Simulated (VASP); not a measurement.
# Mg2Si (Fm-3m) in VASP: settings compared

Mg2Si is run at these levels: r2SCAN, PBE; tasks: single point.

Program: VASP 6.6.1. These are calculated values, not measurements. Logs are shortened: lines on timing, memory, paths and dates and some standing lists are left out, and cuts for length are marked.

## Step 1: The cell of the first run

Symmetry: Fm-3m, No. 225, cubic system. Conventional cell: a = 6.401 Å, b = 6.401 Å, c = 6.401 Å, α = 90.00°, β = 90.00°, γ = 90.00°. Within 3.7 Å of Mg (site symmetry -43m) lie 4 Si at 2.77 Å and 6 Mg at 3.20 Å. Within 3.7 Å of Si (site symmetry m-3m) lie 8 Mg at 2.77 Å.

## Step 2: Single point, r2SCAN (21.85 Å³/atom)

POSCAR reads:

```
Mg2Si
1.0
    0.0000000000      3.2003485364      3.2003485364
    3.2003485364      0.0000000000      3.2003485364
    3.2003485364      3.2003485364      0.0000000000
Mg Si
2 1
Direct
    0.2500000000      0.2500000000      0.2500000000
    0.7500000000      0.7500000000      0.7500000000
    0.0000000000      0.0000000000      0.0000000000
```

INCAR.step1 reads:

```
PREC = Accurate
ENCUT = 660
ISMEAR = 0
SIGMA = 0.01
LREAL = False
LASPH = True
NELM = 120
NBANDS = 11
GGA = PE
ALGO = Normal
EDIFF = 1E-5
LWAVE = True
LCHARG = False
GGA_COMPAT = False
```

INCAR.step2 reads:

```
PREC = Accurate
ENCUT = 660
EDIFF = 1E-6
ISMEAR = 0
SIGMA = 0.01
LREAL = False
LASPH = True
NELM = 120
ALGO = Normal
ISIF = 2
LWAVE = False
LCHARG = False
METAGGA = R2SCAN
LMIXTAU = True
NBANDS = 11
ISTART = 1
GGA_COMPAT = False
```

KPOINTS reads:

```
Automatic mesh
0
Gamma
  6 6 6
```

Potentials or basis: VASP PAW PBE potentials, release 64 (Mg, Si).

Launch:

```sh
cat potpaw_PBE.64/Mg/POTCAR potpaw_PBE.64/Si/POTCAR > POTCAR
cp INCAR.step1 INCAR
mpirun -np 1 vasp_std > vasp.out
cp INCAR.step2 INCAR
mpirun -np 1 vasp_std > vasp.out
```

OUTCAR:

```text
PREC = Accurate
   ENCUT = 660
   EDIFF = 1E-6
   ISMEAR = 0
   LREAL = False
   LASPH = True
   NELM = 120
   ISIF = 2
   METAGGA = R2SCAN
   ISTART = 1

 ion  position               nearest neighbor table
   1  0.250  0.250  0.250-   3 2.77   3 2.77   3 2.77   3 2.77   2 3.20   2 3.20   2 3.20   2 3.20
                             2 3.20   2 3.20
   2  0.750  0.750  0.750-   3 2.77   3 2.77   3 2.77   3 2.77   1 3.20   1 3.20   1 3.20   1 3.20
                             1 3.20   1 3.20
   3  0.000  0.000  0.000-   2 2.77   2 2.77   2 2.77   1 2.77   2 2.77   1 2.77   1 2.77   1 2.77

  LATTYP: Found a face centered cubic cell.
 ALAT       =     6.4006970728

  Lattice vectors:

 A1 = (   0.0000000000,   3.2003485364,   3.2003485364)
 A2 = (   3.2003485364,   0.0000000000,   3.2003485364)
 A3 = (   3.2003485364,   3.2003485364,   0.0000000000)

Analysis of symmetry for initial positions (statically):
=====================================================================
 Subroutine PRICEL returns:
 Original cell was already a primitive cell.

 Routine SETGRP: Setting up the symmetry group for a
 face centered cubic supercell.

 Subroutine GETGRP returns: Found 48 space group operations
 (whereof 48 operations were pure point group operations)
 out of a pool of 48 trial point group operations.

The static configuration has the point symmetry O_h .

Analysis of symmetry for dynamics (positions and initial velocities):
=====================================================================
 Subroutine PRICEL returns:
 Original cell was already a primitive cell.

 Routine SETGRP: Setting up the symmetry group for a
 face centered cubic supercell.

 Subroutine GETGRP returns: Found 48 space group operations
 (whereof 48 operations were pure point group operations)
 out of a pool of 48 trial point group operations.

The dynamic configuration has the point symmetry O_h .

 Subroutine INISYM returns: Found 48 space group operations
 (whereof 48 operations are pure point group operations),
 and found     1 'primitive' translations

----------------------------------------------------------------------------------------

                                     Primitive cell

  volume of cell :      65.5574

  direct lattice vectors                    reciprocal lattice vectors
     0.000000000  3.200348536  3.200348536    -0.156232983  0.156232983  0.156232983
     3.200348536  0.000000000  3.200348536     0.156232983 -0.156232983  0.156232983
     3.200348536  3.200348536  0.000000000     0.156232983  0.156232983 -0.156232983

  length of vectors
     4.525976304  4.525976304  4.525976304     0.270603465  0.270603465  0.270603465

  position of ions in fractional coordinates (direct lattice)
     0.250000000  0.250000000  0.250000000
     0.750000000  0.750000000  0.750000000
     0.000000000  0.000000000  0.000000000

  ion indices of the primitive-cell ions
   primitive index   ion index
                 1           1
                 2           2
                 3           3

----------------------------------------------------------------------------------------

 KPOINTS: Automatic mesh

Automatic generation of k-mesh.
 Grid dimensions read from file:
 generate k-points for:    6    6    6

 Generating k-lattice:

  Cartesian coordinates                     Fractional coordinates (reciprocal lattice)
    -0.026038831  0.026038831  0.026038831     0.166666667  0.000000000  0.000000000
     0.026038831 -0.026038831  0.026038831     0.000000000  0.166666667  0.000000000
     0.026038831  0.026038831 -0.026038831     0.000000000  0.000000000  0.166666667

  Length of vectors
     0.045100578  0.045100578  0.045100578

  Shift w.r.t. Gamma in fractional coordinates (k-lattice)
     0.000000000  0.000000000  0.000000000

 Subroutine IBZKPT returns following result:
 ===========================================

 Found     16 irreducible k-points:

 Following reciprocal coordinates:
            Coordinates               Weight
  0.000000  0.000000  0.000000      1.000000
  0.166667  0.000000  0.000000      8.000000
  0.333333  0.000000  0.000000      8.000000
  0.500000  0.000000  0.000000      4.000000
  0.166667  0.166667  0.000000      6.000000
  0.333333  0.166667  0.000000     24.000000
[... 8 lines left out ...]
 -0.333333  0.333333  0.166667     24.000000
 -0.333333  0.500000  0.166667     12.000000
   k-points           NKPTS =     16   k-points in BZ     NKDIM =     16   number of bands    NBANDS=     11
   number of dos      NEDOS =    301   number of ions     NIONS =      3
   total plane-waves  NPLWV =  64000
   dimension x,y,z NGX =    40 NGY =   40 NGZ =   40
   dimension x,y,z NGXF=    80 NGYF=   80 NGZF=   80
   ions per type =               2   1
   NGX,Y,Z   is equivalent  to a cutoff of  14.69, 14.69, 14.69 a.u.
   NGXF,Y,Z  is equivalent  to a cutoff of  29.39, 29.39, 29.39 a.u.
 SYSTEM =  unknown system
   PREC   = accura    normal or accurate (medium, high low for compatibility)
   ISTART =      1    job   : 0-new  1-cont  2-samecut
   ICHARG =      0    charge: 1-file 2-atom 10-const
   ISPIN  =      1    spin polarized calculation?
   LNONCOLLINEAR =      F non collinear calculations
   LSORBIT =      F    spin-orbit coupling
   LASPH  =      T    aspherical Exc in radial PAW
   ENCUT  =  660.0 eV  48.51 Ry    6.96 a.u.   9.48  9.48  9.48*2*pi/ulx,y,z
   NELM   =    120;   NELMIN=  2; NELMDL=  0     # of ELM steps
   EDIFF  = 0.1E-05   stopping-criterion for ELM
   LREAL  =      F    real-space projection
   EDIFFG = 0.1E-04   stopping-criterion for IOM
   NSW    =      0    number of steps for IOM
   IBRION =     -1    ionic relax: 0-MD 1-quasi-New 2-CG
   NFREE  =      0    steps in history (QN), initial steepest desc. (CG)
   ISIF   =      2    stress and relaxation
   ISYM   =      2    0-nonsym 1-usesym 2-fastsym
   POTIM  = 0.5000    time-step for ionic-motion
   TEBEG  =    0.0;   TEEND  =   0.0 temperature during run
   PSTRESS=    0.0 pullay stress
   NELECT =       8.0000    total number of electrons
   NUPDOWN=      -1.0000    fix difference up-down
   EMIN   =  10.00;   EMAX   =-10.00  energy-range for DOS
   EFERMI =   0.00;   METHOD = LEGACY
   ISMEAR =     0;   SIGMA  =   0.01  broadening in eV -4-tet -1-fermi 0-gaus
   EFERMI_NEDOS =   21; number of points for ismear=-14 and -15
   IALGO  =     38    algorithm
   IMIX   =      4    mixing-type and parameters
     AMIX     =   0.40;   BMIX     =  1.00
     AMIX_MAG =   1.60;   BMIX_MAG =  1.00
  volume/ion in A,a.u.               =      21.85       147.47
  Fermi-wavevector in a.u.,A,eV,Ry     =   0.812015  1.534486  8.971258  0.659369
  Thomas-Fermi vector in A             =   1.921481
   LORBIT       =      0    0 simple, 1 ext, 2 COOP (PROOUT), +10 PAW based schemes
   METAGGA = R2SCAN    functional components
   LHFCALC =     F    Hartree Fock is set to
   AEXX    =    0.0000 exact exchange contribution
   IVDW    =     0    specifies the selected vdW correction
   LEPSILON=     F    determine dielectric tensor
   LRPA    =     F    only Hartree local field effects (RPA)
 non-spin polarized calculation
 Gauss-broadening in eV      SIGMA  =   0.01
  energy-cutoff  :      660.00
  volume of cell :       65.56
 maximum number of plane-waves:      2565
 NGX is ok and might be reduce to    40
   NGX = 19   NGY = 19   NGZ = 19

 number of electron       8.0000000 magnetization

 Free energy of the ion-electron system (eV)
  ---------------------------------------------------
  ext. energy  EPLUGINS =         0.00000000
  ---------------------------------------------------
  free energy    TOTEN  =       -17.65607283 eV

  energy without entropy =      -17.65607283  energy(sigma->0) =      -17.65607283

 E-fermi :   3.4808     XC(G=0):  -9.1014

 val. band max:        3.3862855680   @ k =   0.0000   0.0000   0.0000
 cond. band min:       3.8614713393   @ k =   0.5000   0.5000   0.0000
 fundamental gap:      0.4751857714
 Fermi energy:         3.4808298450

 k-point     1 :       0.0000    0.0000    0.0000
  band No.  band energies     occupation
      1      -6.0271      2.00000
      2       3.3863      2.00000
      3       3.3863      2.00000
      4       3.3863      2.00000
      5       5.6925      0.00000
      6       6.1790      0.00000
      7       6.1790      0.00000
      8       6.1790      0.00000
      9       9.3145      0.00000
     10       9.3145      0.00000
     11      10.6628      0.00000

 k-point     2 :       0.1667    0.0000    0.0000
  band No.  band energies     occupation
      1      -5.7740      2.00000
      2       1.6900      2.00000
      3       3.1321      2.00000
      4       3.1321      2.00000
      5       5.6499      0.00000
      6       6.5976      0.00000
      7       6.5976      0.00000
      8       7.5837      0.00000
      9       8.6070      0.00000
     10       8.6070      0.00000
     11      10.5637      0.00000

 k-point     3 :       0.3333    0.0000    0.0000
  band No.  band energies     occupation
      1      -5.1033      2.00000
      2      -0.4079      2.00000
      3       2.7848      2.00000
      4       2.7848      2.00000
      5       5.1812      0.00000
      6       6.4562      0.00000
      7       6.4562      0.00000
      8       9.1093      0.00000
      9       9.5381      0.00000
     10       9.5381      0.00000
     11      10.5838      0.00000

 k-point     4 :       0.5000    0.0000    0.0000
  band No.  band energies     occupation
      1      -4.5818      2.00000
      2      -1.4346      2.00000
      3       2.6544      2.00000
      4       2.6544      2.00000
      5       5.0027      0.00000
      6       6.1899      0.00000
      7       6.1899      0.00000
      8       8.9403      0.00000
      9      11.8145      0.00000
     10      11.8145      0.00000
     11      12.1470      0.00000

 k-point     5 :       0.1667    0.1667    0.0000
  band No.  band energies     occupation
      1      -5.6889      2.00000
      2       1.9496      2.00000
      3       2.6055      2.00000
      4       2.6055      2.00000
      5       5.4314      0.00000
      6       6.4710      0.00000
      7       7.4422      0.00000
      8       7.4422      0.00000
      9       8.0576      0.00000
     10       9.7390      0.00000
     11      11.9657      0.00000
[... 99 lines left out ...]
 k-point    13 :       0.5000    0.5000    0.0000
  band No.  band energies     occupation
      1      -4.0169      2.00000
      2      -1.1000      2.00000
      3       1.3817      2.00000
      4       1.3817      2.00000
      5       3.8615      0.00000
      6       4.0908      0.00000
      7      11.8907      0.00000
      8      11.8907      0.00000
      9      12.2603      0.00000
     10      12.2603      0.00000
     11      12.8756      0.00000

 k-point    14 :       0.5000    0.3333    0.1667
  band No.  band energies     occupation
      1      -4.5682      2.00000
      2      -0.2843      2.00000
      3       0.7208      2.00000
      4       1.7827      2.00000
      5       5.9152      0.00000
      6       6.1234      0.00000
      7       6.9837      0.00000
      8       9.5043      0.00000
      9      10.0167      0.00000
     10      11.6828      0.00000
     11      13.4588      0.00000

 k-point    15 :      -0.3333    0.3333    0.1667
  band No.  band energies     occupation
      1      -4.1571      2.00000
      2      -0.7532      2.00000
      3       0.2927      2.00000
      4       1.4062      2.00000
      5       5.9447      0.00000
      6       6.4712      0.00000
      7       8.1448      0.00000
      8       8.7362      0.00000
      9       9.7338      0.00000
     10      12.0526      0.00000
     11      12.9470      0.00000

 k-point    16 :      -0.3333    0.5000    0.1667
  band No.  band energies     occupation
      1      -3.9820      2.00000
      2      -0.7159      2.00000
      3       0.3626      2.00000
      4       0.8393      2.00000
      5       5.3992      0.00000
      6       5.8091      0.00000
      7       8.8268      0.00000
      8       8.9381      0.00000
      9      12.1499      0.00000
     10      12.3006      0.00000
     11      12.6927      0.00000

------------------------ aborting loop because EDIFF is reached ----------------------------------------

  FORCE on cell =-STRESS in cart. coord.  units (eV):
  Direction    XX          YY          ZZ          XY          YZ          ZX
  --------------------------------------------------------------------------------------
  -------------------------------------------------------------------------------------
  Total       -0.7803209     -0.7803209     -0.7803209     -0.0000000      0.0000000     -0.0000000
  in kB      -19.0704971    -19.0704971    -19.0704971     -0.0000000      0.0000000     -0.0000000
  external PRESSURE =     -19.0704971 kB  Pullay stress =       0.0000000 kB

 VOLUME and BASIS-vectors are now :
 -----------------------------------------------------------------------------
  energy-cutoff  :      660.00
  volume of cell :       65.56
      direct lattice vectors                 reciprocal lattice vectors
     0.000000000  3.200348536  3.200348536    -0.156232983  0.156232983  0.156232983
     3.200348536  0.000000000  3.200348536     0.156232983 -0.156232983  0.156232983
     3.200348536  3.200348536  0.000000000     0.156232983  0.156232983 -0.156232983

 POSITION                                       TOTAL-FORCE (eV/Angst)
 -----------------------------------------------------------------------------------
      1.60017      1.60017      1.60017         0.000000      0.000000     -0.000000
      4.80052      4.80052      4.80052        -0.000000     -0.000000      0.000000
      0.00000      0.00000      0.00000         0.000000     -0.000000     -0.000000
 -----------------------------------------------------------------------------------
    total drift:                               -0.000000      0.000000      0.000000

  FREE ENERGIE OF THE ION-ELECTRON SYSTEM (eV)
  ---------------------------------------------------
  free  energy   TOTEN  =       -17.6560728263 eV

  energy  without entropy=      -17.6560728263  energy(sigma->0) =      -17.65607283
```

Wall time 92 s (1 thread of Intel Xeon Platinum 8559C (Emerald Rapids), shared host); peak memory 0.26 GiB.

Results:

```
Free energy            : -17.6561 eV
Pressure               : -1.9 GPa
Band gap on the k mesh : 0.48 eV (least direct gap 2.31 eV)
```

Caveat: the PAW data sets were made with another functional, which shifts forces and pressure a little.

[end of part 1 of 2]
